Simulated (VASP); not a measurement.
Set up this calculation in VASP 6.6.1, as the native input.

```yaml
Task: single point
Functional: PBEsol
Potentials_or_basis: VASP PAW PBE potentials, release 64 (Fe)
Cutoff: 520 eV
k_mesh: 22 × 22 × 22
Occupations: fermi-dirac, width 0.08 eV
Spin: collinear spin, ferromagnetic start
Starting_moments: "[2.5] μB"
Dipole_correction: no
Further_INCAR_settings: ALGO = Normal; EDIFF = 1e-07; NBANDS = 14
```

The structure of Fe lies in POSCAR:

```
Fe
1.0
   -1.3940650116      1.3940650116      1.3940650116
    1.3940650116     -1.3940650116      1.3940650116
    1.3940650116      1.3940650116     -1.3940650116
Fe
1
Direct
    0.0000000000      0.0000000000      0.0000000000
```

One way to write it, as run:

INCAR

```
SYSTEM = Fe
  PREC = Accurate
  ENCUT = 520
  EDIFF = 1E-7
  ISMEAR = -1
  SIGMA = 0.08
  LREAL = .False.
  LASPH = .True.
  NELM = 150
  ALGO = Normal
  ISIF = 2
  LWAVE = .False.
  LCHARG = .False.
  ISPIN = 2
  MAGMOM = 2.5
  LORBIT = 11
  LMAXMIX = 4
  GGA = PS
  NBANDS = 14
```

KPOINTS

```
Automatic mesh
0
Gamma
  22 22 22
  0 0 0
```

Potentials or basis: VASP PAW PBE potentials, release 64 (Fe).

Command:

```console
$ cat potpaw_PBE.64/Fe/POTCAR > POTCAR
$ mpirun -np 1 vasp_std > vasp.out
```

Results of the run:

The pressure is 0.0 GPa, the net moment is 2.12 μB per cell and the site moments are Fe +2.10 μB. The valence electrons inside the program's atomic spheres are Fe 7.38.

Caveat: the PAW data sets were made with another functional, which shifts forces and pressure a little.

Run time: 82 s on 1 thread of Intel(R) Xeon(R) Platinum 8488C (Sapphire Rapids) (shared host), peak memory 0.19 GiB.
